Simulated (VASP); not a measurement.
# Hf (P6_3/mmc) in VASP: further runs

The runs below take Hf through single point, relaxation of cell and atoms, with PBE.

All numbers are computed with VASP 6.6.1; they aren't measurements. Logs are shortened: lines on timing, memory, paths and dates and some standing lists are left out, and cuts for length are marked.

### Step 1. The cell of the first run

The structure is hexagonal, space group P6_3/mmc (No. 194). Conventional cell: a = 3.203 Å, b = 3.203 Å, c = 5.081 Å, α = 90.00°, β = 90.00°, γ = 120.00°. Hf (site symmetry -6m2) has 12 Hf at 3.14 to 3.20 Å within 4.1 Å.

### Step 2. Single point, PBE

File INCAR:

```
SYSTEM = Hf
ALGO = Fast
EDIFF = 1E-7
ENCUT = 520
GGA = PE
ISIF = 2
ISMEAR = -1
LASPH = .TRUE.
LCHARG = .FALSE.
LREAL = .FALSE.
LWAVE = .FALSE.
NBANDS = 17
NELM = 100
PREC = Accurate
SIGMA = 0.15
```

File KPOINTS:

```
k-points
0
G
  18 18 8
  0 0 0
```

File POSCAR:

```
Hf
1.0
    3.2031670009      0.0000000000      0.0000000000
   -1.6015835004      2.7740239953      0.0000000000
    0.0000000000      0.0000000000      5.0813409743
Hf
2
Direct
    0.3333333333      0.6666666667      0.2500000000
    0.6666666667      0.3333333333      0.7500000000
```

Potentials or basis: VASP PAW PBE potentials, release 64 (Hf_pv).

Launch:

```
$ cat potpaw_PBE.64/Hf_pv/POTCAR > POTCAR
$ mpirun -np 1 vasp_std > vasp.out
```

OUTCAR:

```text
SYSTEM = Hf
   EDIFF = 1E-7
   ENCUT = 520
   GGA = PE
   ISIF = 2
   ISMEAR = -1
   LASPH = .TRUE.
   LREAL = .FALSE.
   NELM = 100
   PREC = Accurate

 ion  position               nearest neighbor table
   1  0.333  0.667  0.250-   2 3.14   2 3.14   2 3.14   2 3.14   2 3.14   2 3.14
   2  0.667  0.333  0.750-   1 3.14   1 3.14   1 3.14   1 3.14   1 3.14   1 3.14

  LATTYP: Found a hexagonal cell.
 ALAT       =     3.2031670009
 C/A-ratio  =     1.5863490642

  Lattice vectors:

 A1 = (   3.2031670009,   0.0000000000,   0.0000000000)
 A2 = (  -1.6015835004,   2.7740239953,   0.0000000000)
 A3 = (   0.0000000000,   0.0000000000,   5.0813409743)

Analysis of symmetry for initial positions (statically):
=====================================================================
 Subroutine PRICEL returns:
 Original cell was already a primitive cell.

 Routine SETGRP: Setting up the symmetry group for a
 hexagonal supercell.

 Subroutine GETGRP returns: Found 24 space group operations
 (whereof 12 operations were pure point group operations)
 out of a pool of 24 trial point group operations.

The static configuration has the point symmetry D_3d.
 The point group associated with its full space group is D_6h.

Analysis of symmetry for dynamics (positions and initial velocities):
=====================================================================
 Subroutine PRICEL returns:
 Original cell was already a primitive cell.

 Routine SETGRP: Setting up the symmetry group for a
 hexagonal supercell.

 Subroutine GETGRP returns: Found 24 space group operations
 (whereof 12 operations were pure point group operations)
 out of a pool of 24 trial point group operations.

The dynamic configuration has the point symmetry D_3d.
 The point group associated with its full space group is D_6h.

 Subroutine INISYM returns: Found 24 space group operations
 (whereof 12 operations are pure point group operations),
 and found     1 'primitive' translations

----------------------------------------------------------------------------------------

                                     Primitive cell

  volume of cell :      45.1511

  direct lattice vectors                    reciprocal lattice vectors
     3.203167001  0.000000000  0.000000000     0.312191028  0.180243574  0.000000000
    -1.601583500  2.774023995  0.000000000     0.000000000  0.360487149  0.000000000
     0.000000000  0.000000000  5.081340974     0.000000000  0.000000000  0.196798445

  length of vectors
     3.203167001  3.203167001  5.081340974     0.360487149  0.360487149  0.196798445
[... 81 lines left out ...]
   EDIFF  = 0.1E-06   stopping-criterion for ELM
   LREAL  =      F    real-space projection
   EDIFFG = 0.1E-05   stopping-criterion for IOM
   NSW    =      0    number of steps for IOM
   IBRION =     -1    ionic relax: 0-MD 1-quasi-New 2-CG
   NFREE  =      0    steps in history (QN), initial steepest desc. (CG)
   ISIF   =      2    stress and relaxation
   ISYM   =      2    0-nonsym 1-usesym 2-fastsym
   POTIM  = 0.5000    time-step for ionic-motion
   TEBEG  =    0.0;   TEEND  =   0.0 temperature during run
   PSTRESS=    0.0 pullay stress
   NELECT =      20.0000    total number of electrons
   NUPDOWN=      -1.0000    fix difference up-down
   EMIN   =  10.00;   EMAX   =-10.00  energy-range for DOS
   EFERMI =   0.00;   METHOD = LEGACY
   ISMEAR =    -1;   SIGMA  =   0.15  broadening in eV -4-tet -1-fermi 0-gaus
   EFERMI_NEDOS =   21; number of points for ismear=-14 and -15
   IALGO  =     68    algorithm
   IMIX   =      4    mixing-type and parameters
     AMIX     =   0.40;   BMIX     =  1.00
     AMIX_MAG =   1.60;   BMIX_MAG =  1.00
  volume/ion in A,a.u.               =      22.58       152.35
  Fermi-wavevector in a.u.,A,eV,Ry     =   1.247945  2.358274 21.189261  1.557367
  Thomas-Fermi vector in A             =   2.382054
   LORBIT       =      0    0 simple, 1 ext, 2 COOP (PROOUT), +10 PAW based schemes
   GGA     = PE    functional components
   LHFCALC =     F    Hartree Fock is set to
   AEXX    =    0.0000 exact exchange contribution
   IVDW    =     0    specifies the selected vdW correction
   LEPSILON=     F    determine dielectric tensor
   LRPA    =     F    only Hartree local field effects (RPA)
 non-spin polarized calculation
 RMM-DIIS sequential band-by-band and
  energy-cutoff  :      520.00
  volume of cell :       45.15
 maximum number of plane-waves:      1236
 NGX is ok and might be reduce to    24
   NGX = 11   NGY = 11   NGZ = 19

 number of electron      20.0000006 magnetization

 Free energy of the ion-electron system (eV)
  ---------------------------------------------------
  ext. energy  EPLUGINS =         0.00000000
  ---------------------------------------------------
  free energy    TOTEN  =       -19.91320913 eV

  energy without entropy =      -19.77298771  energy(sigma->0) =      -19.84309842

 E-fermi :   4.8166     XC(G=0): -11.2416

 val. band max:        4.8059839586   @ k =   0.3333   0.2778   0.3750
 cond. band min:       4.8526063708   @ k =   0.1667  -0.0000   0.0000
 fundamental gap:      0.0466224122
 Fermi energy:         4.8165933648

 k-point     1 :       0.0000    0.0000    0.0000
  band No.  band energies     occupation
      1     -26.2109      2.00000
      2     -25.4985      2.00000
      3     -25.4985      2.00000
      4     -25.3761      2.00000
      5     -25.3761      2.00000
      6     -25.3743      2.00000
[... 457 lines left out ...]
      4     -25.6966      2.00000
      5     -25.5844      2.00000
      6     -25.5045      2.00000
[... 9 lines left out ...]
     16      11.0002      0.00000
     17      11.5340      0.00000

 [... further k-points ...]

------------------------ aborting loop because EDIFF is reached ----------------------------------------

  FORCE on cell =-STRESS in cart. coord.  units (eV):
  Direction    XX          YY          ZZ          XY          YZ          ZX
  --------------------------------------------------------------------------------------
  -------------------------------------------------------------------------------------
  Total       -0.1141326     -0.1141326     -0.1382135     -0.0000000      0.0000000      0.0000000
  in kB       -4.0499724     -4.0499724     -4.9044801     -0.0000000      0.0000000      0.0000000
  external PRESSURE =      -4.3348083 kB  Pullay stress =       0.0000000 kB

 VOLUME and BASIS-vectors are now :
 -----------------------------------------------------------------------------
  energy-cutoff  :      520.00
  volume of cell :       45.15
      direct lattice vectors                 reciprocal lattice vectors
     3.203167001  0.000000000  0.000000000     0.312191028  0.180243574  0.000000000
    -1.601583500  2.774023995  0.000000000     0.000000000  0.360487149  0.000000000
     0.000000000  0.000000000  5.081340974     0.000000000  0.000000000  0.196798445

 POSITION                                       TOTAL-FORCE (eV/Angst)
 -----------------------------------------------------------------------------------
     -0.00000      1.84935      1.27034         0.000000      0.000000      0.000000
      1.60158      0.92467      3.81101        -0.000000     -0.000000      0.000000
 -----------------------------------------------------------------------------------
    total drift:                               -0.000000      0.000000     -0.000000

  FREE ENERGIE OF THE ION-ELECTRON SYSTEM (eV)
  ---------------------------------------------------
  free  energy   TOTEN  =       -19.9132091304 eV

  energy  without entropy=      -19.7729877096  energy(sigma->0) =      -19.84309842
```

OSZICAR:

```text
N       E                     dE             d eps       ncg     rms          rms(c)
DAV:   1     0.502104090411E+02    0.50210E+02   -0.11445E+04  6314   0.112E+03
DAV:   2    -0.187026835952E+02   -0.68913E+02   -0.67168E+02  8192   0.249E+02
DAV:   3    -0.206160170260E+02   -0.19133E+01   -0.18976E+01  8218   0.275E+01
DAV:   4    -0.206318744999E+02   -0.15857E-01   -0.15844E-01  7994   0.299E+00
DAV:   5    -0.206320420030E+02   -0.16750E-03   -0.16747E-03  8182   0.270E-01    0.646E+01
RMM:   6    -0.201008636872E+02    0.53118E+00   -0.44209E-01  6308   0.403E+00    0.386E+01
RMM:   7    -0.199211142345E+02    0.17975E+00   -0.10444E+00  7190   0.615E+00    0.193E+00
RMM:   8    -0.199118702434E+02    0.92440E-02   -0.91150E-02  6932   0.213E+00    0.229E-01
RMM:   9    -0.199130979795E+02   -0.12277E-02   -0.13749E-02  8824   0.753E-01    0.432E-01
RMM:  10    -0.199133333458E+02   -0.23537E-03   -0.19611E-03  9010   0.281E-01    0.745E-01
RMM:  11    -0.199134094654E+02   -0.76120E-04   -0.29737E-04  8900   0.121E-01    0.871E-01
RMM:  12    -0.199132382105E+02    0.17125E-03   -0.17019E-04  7100   0.814E-02    0.304E-01
RMM:  13    -0.199132166027E+02    0.21608E-04   -0.48176E-05  7322   0.436E-02    0.179E-01
RMM:  14    -0.199132118887E+02    0.47140E-05   -0.10724E-05  8164   0.225E-02    0.969E-02
RMM:  15    -0.199132086658E+02    0.32229E-05   -0.15968E-05  7095   0.253E-02    0.756E-03
RMM:  16    -0.199132090622E+02   -0.39645E-06   -0.25672E-06  8796   0.119E-02    0.221E-03
RMM:  17    -0.199132091304E+02   -0.68166E-07   -0.21917E-07  5965   0.342E-03
   1 F= -.19913209E+02 E0= -.19843098E+02  d E =-.140221E+00
```

Run time: 56 s. Hardware: 1 thread of Intel Xeon 6975P-C (Granite Rapids), shared host; peak memory 0.24 GiB.

What came out:

* Free energy: -19.9132 eV
* Pressure: -0.4 GPa
* Band gap on the k mesh: zero (bands 10 and 11 overlap by 1.60 eV)

Levels at points of the mesh, in eV from the Fermi level:
```
           k point  band 6  band 7  band 8  band 9  band 10  band 11  band 12  band 13  band 14  band 15
(0.00, 0.00, 0.00)  -30.19   -7.31   -3.65    0.63     1.22     1.22     1.47     2.03     2.03     2.68
(0.50, 0.00, 0.00)  -30.28   -3.30   -2.68   -2.16    -0.77     0.86     0.89     1.69     5.89     6.40
(0.00, 0.00, 0.50)  -30.25   -5.36   -5.36    0.18     0.18     1.12     1.12     1.12     1.12     4.80
(0.50, 0.00, 0.50)  -30.38   -3.34   -3.34   -0.94    -0.94     1.19     1.19     2.68     2.68     6.07
```

Caveat: spin-orbit coupling is left out, which moves the levels of the heavy elements.

### Step 3. Relaxation of cell and atoms, PBE

File INCAR:

```
PREC = Accurate
ENCUT = 600
EDIFF = 1E-6
ISMEAR = -1
SIGMA = 0.15
LREAL = F
LASPH = T
NELM = 80
ALGO = Fast
ISIF = 3
LWAVE = F
LCHARG = F
GGA = PE
IBRION = 2
NSW = 80
EDIFFG = -0.001
```

File KPOINTS:

```
regular mesh
0
Gamma
  18 18 8
```

File POSCAR:

```
Hf
1.0
    3.2042764932      0.0000000000      0.0000000000
   -1.6021382466      2.7749848439      0.0000000000
    0.0000000000      0.0000000000      5.0685977252
Hf
2
Direct
    0.3333333333      0.6666666667      0.2500000000
    0.6666666667      0.3333333333      0.7500000000
```

Potentials or basis: VASP PAW PBE potentials, release 64 (Hf_pv).

Launch:

```
$ cat potpaw_PBE.64/Hf_pv/POTCAR > POTCAR
$ mpirun -np 1 vasp_std > vasp.out
```

Run time: 3.5 min. Hardware: 1 thread of Intel Xeon 6975P-C (Granite Rapids), shared host; peak memory 0.27 GiB.

The run converged. Its results:

```
Free energy                           : -19.9139 eV
Relaxed volume                        : 22.48 Å³/atom
Relaxed cell                          : a = 3.199 Å, b = 3.199 Å, c = 5.073 Å, α = 90.00°, β = 90.00°, γ = 120.00°
Space group after relaxing (to 0.1 Å) : P6_3/mmc (No. 194)
Energy gained by relaxing             : 0.1 meV/atom
Ionic steps                           : 9
Pressure after relaxing               : 0.0 GPa
Band gap on the k mesh                : zero (bands 10 and 11 overlap by 1.60 eV)
```

Step by step:
```csv
step,energy change (eV),largest force (eV/Å),pressure (GPa),volume (Å³)
1,0.0000,0.0000,-0.23,45.07
2,0.0000,0.0000,0.30,44.86
3,-0.0001,0.0000,0.12,44.95
4,-0.0001,0.0000,0.00,44.98
5,-0.0001,0.0000,0.00,44.97
6,-0.0001,0.0000,0.02,44.96
7,-0.0001,0.0000,0.01,44.95
8,-0.0001,0.0000,0.01,44.96
9,-0.0001,0.0000,0.00,44.97
```

Final structure:
```cif
data_structure
_symmetry_space_group_name_H-M 'P 1'
_symmetry_Int_Tables_number 1
_cell_length_a 3.1993
_cell_length_b 3.1993
_cell_length_c 5.0731
_cell_angle_alpha 90.000
_cell_angle_beta 90.000
_cell_angle_gamma 120.000
_cell_volume 44.97
loop_
_atom_site_label
_atom_site_type_symbol
_atom_site_fract_x
_atom_site_fract_y
_atom_site_fract_z
_atom_site_occupancy
Hf1 Hf 0.33333 0.66667 0.25000 1
Hf2 Hf 0.66667 0.33333 0.75000 1
```

Levels at points of the mesh, in eV from the Fermi level:
```
           k point  band 7  band 8  band 9  band 10  band 11  band 12  band 13  band 14
(0.00, 0.00, 0.00)   -7.33   -3.66    0.65     1.22     1.22     1.48     2.03     2.03
(0.50, 0.00, 0.00)   -3.30   -2.69   -2.17    -0.76     0.85     0.89     1.70     5.91
(0.00, 0.00, 0.50)   -5.36   -5.36    0.18     0.18     1.12     1.12     1.12     1.12
(0.50, 0.00, 0.50)   -3.35   -3.35   -0.94    -0.94     1.20     1.20     2.69     2.69
```

Caveat: spin-orbit coupling is left out, which moves the levels of the heavy elements.

### Step 4. Single point, PBE (19.83 Å³/atom)

This run uses another cell than the first one, of 19.83 Å³/atom.

File INCAR:

```
SYSTEM = Hf
PREC = Accurate
ENCUT = 520
EDIFF = 1E-6
ISMEAR = 0
SIGMA = 0.1
LREAL = .FALSE.
LASPH = .TRUE.
NELM = 80
ALGO = Normal
ISIF = 2
LWAVE = .FALSE.
LCHARG = .TRUE.
GGA = PE
LELF = .TRUE.
LVHAR = .TRUE.
NBANDS = 17
```

File KPOINTS:

```
Automatic mesh
0
G
  15 15 8
  0 0 0
```

File POSCAR:

```
Hf
1.0
    3.0667366381      0.0000000000      0.0000000000
   -1.5333683190      2.6558718353      0.0000000000
    0.0000000000      0.0000000000      4.8701967316
Hf
2
Direct
    0.3333333333      0.6666666667      0.2500000000
    0.6666666667      0.3333333333      0.7500000000
```

Potentials or basis: VASP PAW PBE potentials, release 64 (Hf_pv).

Launch:

```
$ cat potpaw_PBE.64/Hf_pv/POTCAR > POTCAR
$ mpirun -np 1 vasp_std > vasp.out
```

OUTCAR:

```text
SYSTEM = Hf
   PREC = Accurate
   ENCUT = 520
   EDIFF = 1E-6
   ISMEAR = 0
   LREAL = .FALSE.
   LASPH = .TRUE.
   NELM = 80
   ISIF = 2
   GGA = PE

 ion  position               nearest neighbor table
   1  0.333  0.667  0.250-   2 3.01   2 3.01   2 3.01   2 3.01   2 3.01   2 3.01
   2  0.667  0.333  0.750-   1 3.01   1 3.01   1 3.01   1 3.01   1 3.01   1 3.01

  LATTYP: Found a hexagonal cell.
 ALAT       =     3.0667366381
 C/A-ratio  =     1.5880713952

  Lattice vectors:

[... 671 lines left out ...]

  FORCE on cell =-STRESS in cart. coord.  units (eV):
  Direction    XX          YY          ZZ          XY          YZ          ZX
  --------------------------------------------------------------------------------------
  -------------------------------------------------------------------------------------
  Total        4.1112439      4.1112439      4.0706789      0.0000000      0.0000000      0.0000000
  in kB      166.0556758    166.0556758    164.4172292      0.0000000      0.0000000      0.0000000
  external PRESSURE =     165.5095270 kB  Pullay stress =       0.0000000 kB

 VOLUME and BASIS-vectors are now :
 -----------------------------------------------------------------------------
  energy-cutoff  :      520.00
  volume of cell :       39.67
      direct lattice vectors                 reciprocal lattice vectors
     3.066736638  0.000000000  0.000000000     0.326079516  0.188262097  0.000000000
    -1.533368319  2.655871835  0.000000000     0.000000000  0.376524193  0.000000000
     0.000000000  0.000000000  4.870196732     0.000000000  0.000000000  0.205330514

 POSITION                                       TOTAL-FORCE (eV/Angst)
 -----------------------------------------------------------------------------------
     -0.00000      1.77058      1.21755         0.000000      0.000000      0.000000
      1.53337      0.88529      3.65265        -0.000000      0.000000      0.000000
 -----------------------------------------------------------------------------------
    total drift:                                0.000000     -0.000000      0.000000

  FREE ENERGIE OF THE ION-ELECTRON SYSTEM (eV)
  ---------------------------------------------------
  free  energy   TOTEN  =       -19.6066518824 eV

  energy  without entropy=      -19.5994232166  energy(sigma->0) =      -19.60303755
```

stdout:

```text
POSCAR found type information on POSCAR Hf
 POSCAR found :  1 types and       2 ions
 scaLAPACK will be used
 LDA part: xc-table for (Slater+PW92), standard interpolation
 POSCAR, INCAR and KPOINTS ok, starting setup
 FFT: planning ... GRIDC
 FFT: planning ... GRID_SOFT
 FFT: planning ... GRID
 WAVECAR not read
 entering main loop
```

Wall time 78 s (1 thread of Intel Xeon 8259CL, shared host); peak memory 0.21 GiB.

What came out:

```
Free energy            : -19.6067 eV
Pressure               : 16.6 GPa
Band gap on the k mesh : zero (bands 10 and 11 overlap by 1.62 eV)
```

Levels at points of the mesh, in eV from the Fermi level:
| k point | band 6 | band 7 | band 8 | band 9 | band 10 | band 11 | band 12 | band 13 | band 14 | band 15 |
| --- | --- | --- | --- | --- | --- | --- | --- | --- | --- | --- |
| (0.00, 0.00, 0.00) | -29.78 | -7.80 | -4.13 | 1.09 | 1.19 | 1.19 | 1.46 | 2.14 | 2.14 | 2.91 |
| (0.00, 0.00, 0.50) | -29.87 | -5.60 | -5.60 | 0.07 | 0.07 | 1.07 | 1.07 | 1.07 | 1.07 | 5.41 |

Caveat: the cell stands under pressure; spin-orbit coupling is left out, which moves the levels of the heavy elements.

### Step 5. Single point, PBE (20.51 Å³/atom)

This run uses another cell than the first one, of 20.51 Å³/atom.

File INCAR:

```
ALGO     = Fast           # electronic algorithm
EDIFF    = 1E-6           # SCF threshold, eV
ENCUT    = 520            # plane-wave cutoff, eV
GGA      = PE             # functional
ISIF     = 2              # what is computed and relaxed
ISMEAR   = 0              # smearing method
LASPH    = T              # aspherical terms in the spheres
LCHARG   = F              # write CHGCAR
LREAL    = F              # projectors in reciprocal space
LWAVE    = F              # write WAVECAR
NBANDS   = 17             # bands
NELM     = 100            # most SCF steps
PREC     = Accurate       # precision mode
SIGMA    = 0.1            # smearing width, eV
```

File KPOINTS:

```
k-points
0
Gamma
  15 15 8
```

File POSCAR:

```
Hf
1.0
    3.1033685637      0.0000000000      0.0000000000
   -1.5516842818      2.6875960134      0.0000000000
    0.0000000000      0.0000000000      4.9180334180
Hf
2
Direct
    0.3333333333      0.6666666667      0.2500000000
    0.6666666667      0.3333333333      0.7500000000
```

Launch:

```
$ cat potpaw_PBE.64/Hf_pv/POTCAR > POTCAR
$ mpirun -np 1 vasp_std > vasp.out
```

Wall time 1.9 min (1 thread of Intel Xeon 8259CL, shared host); peak memory 0.21 GiB.

Results (log left out):

* Free energy: -19.7244 eV
* Pressure: 11.4 GPa
* Band gap on the k mesh: zero (bands 10 and 11 overlap by 1.63 eV)

Stress tensor (GPa, compression positive):
```
11.48  0.00  0.00
 0.00 11.48  0.00
 0.00  0.00 11.34
```

Levels at points of the mesh, in eV from the Fermi level:
| k point | band 7 | band 8 | band 9 | band 10 | band 11 | band 12 | band 13 | band 14 |
| --- | --- | --- | --- | --- | --- | --- | --- | --- |
| (0.00, 0.00, 0.00) | -7.68 | -4.00 | 0.96 | 1.19 | 1.19 | 1.48 | 2.11 | 2.11 |
| (0.00, 0.00, 0.50) | -5.55 | -5.55 | 0.10 | 0.10 | 1.07 | 1.07 | 1.07 | 1.07 |

Caveat: the cell stands under pressure; spin-orbit coupling is left out, which moves the levels of the heavy elements.

### Step 6. Overview

```tsv
task	cell	k mesh	cutoff (eV)	smearing	gap on the mesh (eV)	pressure (GPa)
single point	a = 3.203, b = 3.203, c = 5.081 Å, angles 90.0, 90.0, 120.0°, 2 atoms	18 × 18 × 8	520	fermi-dirac 0.15 eV	none	-0.4
relaxation of cell and atoms	relaxed from a = 3.204, b = 3.204, c = 5.069 Å, angles 90.0, 90.0, 120.0°, 2 atoms	18 × 18 × 8	600	fermi-dirac 0.15 eV	none	0.0
single point	a = 3.067, b = 3.067, c = 4.870 Å, angles 90.0, 90.0, 120.0°, 2 atoms	15 × 15 × 8	520	gaussian 0.1 eV	none	16.6
single point	a = 3.103, b = 3.103, c = 4.918 Å, angles 90.0, 90.0, 120.0°, 2 atoms	15 × 15 × 8	520	gaussian 0.1 eV	none	11.4
```

Alike in all rows: level PBE; potentials or basis VASP PAW PBE potentials, release 64 (Hf_pv); no spin polarisation.

Caveats: spin-orbit coupling is left out, which moves the levels of the heavy elements; the cell stands under pressure (at least some runs).

Total energies depend on the potentials used, so only differences within one code and one set of settings carry meaning.
